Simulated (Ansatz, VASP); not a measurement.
**SrRe: VASP beside Ansatz**

The input INCAR:

```
SYSTEM = SrRe
PREC = Accurate
ENCUT = 520
EDIFF = 1E-6
ISMEAR = 0
SIGMA = 0.05
LREAL = .False.
LASPH = .True.
NELM = 60
ALGO = Fast
ISIF = 2
LWAVE = .False.
LCHARG = .True.
GGA = PE
LELF = .True.
LVHAR = .True.
NBANDS = 16
```

File KPOINTS:

```
Automatic mesh
0
Gamma
  10 10 10
  0 0 0
```

The input POSCAR:

```
SrRe
1.0
    3.5700675859      0.0000000000      0.0000000000
    0.0000000000      3.5700675859      0.0000000000
    0.0000000000      0.0000000000      3.5700675859
Sr Re
1 1
Direct
    0.0000000000      0.0000000000      0.0000000000
    0.5000000000      0.5000000000      0.5000000000
```

Input for Ansatz:

```yaml
crystal:
  lattice:
    - [3.5700675859, 0.0, 0.0]
    - [0.0, 3.5700675859, 0.0]
    - [0.0, 0.0, 3.5700675859]
  atoms:
    - { symbol: Sr, position: [0.0, 0.0, 0.0] }
    - { symbol: Re, position: [0.5, 0.5, 0.5] }
basis:
  ecutwfc: 420
  ecutrho_ratio: 4
kpoints:
  mp_grid: { grid: [10, 10, 10] }
hamiltonian:
  xc: pbe
scf:
  occupations: { method: gaussian, width: 0.05 }
output:
  forces: true
  stress: true
  eigenvalues: true
```

Alike in both runs: task single point; functional PBE; k mesh 10 × 10 × 10; occupations gaussian, width 0.05 eV; no spin polarisation.

```csv
,VASP,Ansatz
version,VASP 6.6.1,Ansatz 0.2.0
potentials or method,"VASP PAW PBE potentials, release 64 (Sr_sv, Re), cutoff 520 eV","scalar-relativistic, plane waves, PAW"
valence electrons in the cell,17,25
```

|  | VASP | Ansatz | Ansatz less VASP |
| --- | --- | --- | --- |
| gap on the k mesh at the Fermi level (eV) | none | none | - |
| pressure (GPa) | 4.1 | 3.9 | -0.29 |

A gap of «none» marks a metal or a gap that the smearing closes. The functional is the same, so the differences come from potentials, cutoffs and numerics. VASP's potentials hold 17 valence electrons a cell and Ansatz's 25, so a difference there can come from the potentials and not from the codes.

Spin-orbit coupling is off throughout.
